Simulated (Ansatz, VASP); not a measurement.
One calculation of Mo, two programs

Contents of INCAR:

```
PREC = Accurate
ENCUT = 500
EDIFF = 1E-6
ISMEAR = -1
SIGMA = 0.1
LREAL = False
LASPH = True
NELM = 120
ALGO = Normal
ISIF = 2
LWAVE = False
LCHARG = False
GGA = CA
NBANDS = 13
GGA_COMPAT = False
```

The input KPOINTS:

```
regular mesh
0
Gamma
  14 14 14
```

The input POSCAR:

```
Mo
1.0
    2.6243419241      0.0000000000      0.0000000000
    0.0000000000      2.6243419241      0.0000000000
    0.0000000000      0.0000000000      2.6243419241
Mo
1
Direct
    0.0000000000      0.0000000000      0.0000000000
```

Input for Ansatz:

```yaml
crystal:
  lattice:
    - [2.6243419241, 0.0, 0.0]
    - [0.0, 2.6243419241, 0.0]
    - [0.0, 0.0, 2.6243419241]
  atoms:
    - { symbol: Mo, position: [0.0, 0.0, 0.0] }
hamiltonian:
  xc: lda
  pseudopotentials:
    kind: paw
    azcp:
      Mo: "pseudopotentials/Mo.paw.azcp"
basis:
  ecutwfc: 420
  fft_grid_basis: typed
kpoints:
  mp_grid: { grid: [14, 14, 14], shift: [0, 0, 0] }
magnetization:
  spin_polarized: false
scf:
  occupations: { method: fermi_dirac, width: 0.1 }
  lower_state_search: "off"
output:
  stress: true
```

Alike in both runs: task single point; functional LDA; k mesh 14 × 14 × 14; occupations fermi-dirac, width 0.1 eV; no spin polarisation.

```csv
,VASP,Ansatz
version,VASP 6.6.1,Ansatz 0.2.0
potentials or method,"VASP PAW LDA potentials, release 64 (Mo_sv), cutoff 500 eV","plane waves (420 eV) with PAW, scalar-relativistic"
valence electrons in the cell,14,14
```

|  | VASP | Ansatz | Ansatz less VASP |
| --- | --- | --- | --- |
| pressure (GPa) | -14.4 | -15.1 | -0.73 |

Ansatz warns that its potentials were made for another functional, while VASP's fit it. LDA's correlation is that of Perdew and Zunger in VASP and of Perdew and Wang (1992) in Ansatz.
